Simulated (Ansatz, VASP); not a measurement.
# One calculation of BN, two programs

The input INCAR:

```
SYSTEM = BN
PREC = Accurate
ENCUT = 520
EDIFF = 1E-6
ISMEAR = 0
SIGMA = 0.05
LREAL = .FALSE.
LASPH = .TRUE.
NELM = 80
ALGO = Normal
ISIF = 2
LWAVE = .FALSE.
LCHARG = .FALSE.
GGA = PE
NBANDS = 11
```

KPOINTS

```
regular mesh
0
G
  12 12 12
  0 0 0
```

POSCAR

```
BN
1.0
    0.0000000000      1.5923206041      1.9101734694
    1.9101734694      0.0000000000      1.9101734694
    1.9101734694      1.5923206041      0.0000000000
B N
1 1
Direct
    0.0000000000      0.0000000000      0.0000000000
    0.7500000000      0.7500000000      0.7500000000
```

Input for Ansatz:

```yaml
crystal:
  lattice:
    - [0.0, 1.5923206041, 1.9101734694]
    - [1.9101734694, 0.0, 1.9101734694]
    - [1.9101734694, 1.5923206041, 0.0]
  atoms:
    - { symbol: B, position: [0.0, 0.0, 0.0] }
    - { symbol: "N", position: [0.75, 0.75, 0.75] }
basis:
  ecutwfc: 520.0
kpoints:
  mp_grid: { grid: [12, 12, 12] }
hamiltonian:
  xc: pbe
scf:
  occupations: { method: gaussian, width: 0.05 }
output:
  forces: true
  stress: true
  eigenvalues: true
```

Alike in both runs: task single point; functional PBE; k mesh 12 × 12 × 12; occupations gaussian, width 0.05 eV; no spin polarisation.

|  | VASP | Ansatz |
| --- | --- | --- |
| version | VASP 6.6.1 | Ansatz 0.2.0 |
| potentials or method | VASP PAW PBE potentials, release 64 (B, N), cutoff 520 eV | scalar-relativistic, plane waves, PAW |
| valence electrons in the cell | 8 | 8 |

Ansatz gave:

```
gap on the k mesh at the Fermi level (eV)                     : 1.85
least direct gap on the mesh (eV)                             : 7.45
pressure (GPa)                                                : 8.4
traceless stress, the component that is largest in VASP (GPa) : 57.62
```

Problem. Estimate VASP's values.

Solution. gap on the k mesh at the Fermi level (eV): 1.84; least direct gap on the mesh (eV): 7.43; pressure (GPa): 8.6; traceless stress, the component that is largest in VASP (GPa): 57.64.
